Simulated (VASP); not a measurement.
Input of a VASP 6.6.1 run:

INCAR

```
SYSTEM = N
  PREC = Accurate
  ENCUT = 520
  EDIFF = 1E-6
  ISMEAR = 0
  SIGMA = 0.05
  LREAL = .FALSE.
  LASPH = .TRUE.
  NELM = 80
  ALGO = Normal
  ISIF = 2
  LWAVE = .FALSE.
  LCHARG = .FALSE.
  GGA = PE
  IVDW = 12
  NBANDS = 18
```

Contents of KPOINTS:

```
Automatic mesh
0
G
  6 6 4
  0 0 0
```

Contents of POSCAR:

```
N
1.0
    4.1202741175     -0.0160351314      0.0236438879
   -0.0160351314      4.0445110309      0.0524002514
    0.0307506023      0.0681503523      5.3504752734
N
4
Direct
    0.9036437981      0.9061797925     -0.0096922036
    0.5961402930      0.4065508801      0.4962410642
    0.0965432486      0.0935901900      0.0096690730
    0.4036726603      0.5936791374      0.5037820663
```

Potentials or basis: VASP PAW PBE potentials, release 64 (N).

Command:

```sh
$ cat potpaw_PBE.64/N/POTCAR > POTCAR
$ mpirun -np 1 vasp_std > vasp.out
```

Estimate the largest force.

1.747 eV/Å.

Predict the dispersion energy per atom.

-0.055 eV.

What does it give for the pressure?

2.1 GPa.

Stress tensor (GPa, compression positive):
```
 3.33 -0.01  0.16
-0.01  3.05  0.34
 0.16  0.34 -0.15
```

Caveat: the cell differs from its parent crystal (all atoms moved at random, sigma 0.1 Å a component, cell strained at random, sigma 0.01, then relaxed in part); the standard files for N, O and F lose accuracy on very short bonds; forces of over 1 eV/Å act on the atoms, so gaps and moduli don't describe the material at rest.
